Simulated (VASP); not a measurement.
A run of VASP 6.6.1:

INCAR

```
SYSTEM = MnS
PREC = Accurate
ENCUT = 500
EDIFF = 1E-7
ISMEAR = 0
SIGMA = 0.05
LREAL = .FALSE.
LASPH = .TRUE.
NELM = 200
ALGO = Normal
ISIF = 4
LWAVE = .FALSE.
LCHARG = .FALSE.
ISPIN = 2
MAGMOM = 4.59 4.59 0 0
LORBIT = 11
LMAXMIX = 4
GGA = B5
ALDAX = 1.0
AGGAX = 1.0
AGGAC = 1.0
ALDAC = 0.0
IBRION = 2
NSW = 60
EDIFFG = -0.04
GGA_COMPAT = .FALSE.
NELMIN = 4
```

Contents of KPOINTS:

```
Automatic mesh
0
G
  8 8 4
  0 0 0
```

POSCAR

```
MnS
1.0
    4.0961467386      0.0000000000      0.0000000000
   -2.0480733693      3.5473671333      0.0000000000
    0.0000000000      0.0000000000      6.6143340960
Mn S
2 2
Direct
    0.3333333333      0.6666666667      1.0018532376
    0.6666666667      0.3333333333      0.5018532376
    0.6666666667      0.3333333333      0.1231472674
    0.3333333333      0.6666666667      0.6231472674
```

Potentials or basis: VASP PAW PBE potentials, release 64 (Mn_pv, S).

Launch:

```sh
$ cat potpaw_PBE.64/Mn_pv/POTCAR potpaw_PBE.64/S/POTCAR > POTCAR
$ mpirun -np 1 vasp_std > vasp.out
```

Hardware: 1 thread of Intel Xeon 8259CL (shared host).

Q: Estimate the wall time of this run.

A: It took 4.2 min on 1 thread of Intel Xeon 8259CL, with other jobs on the host, peak memory 0.29 GiB. Counts: scf iterations 15, k points 30, ion steps 1.
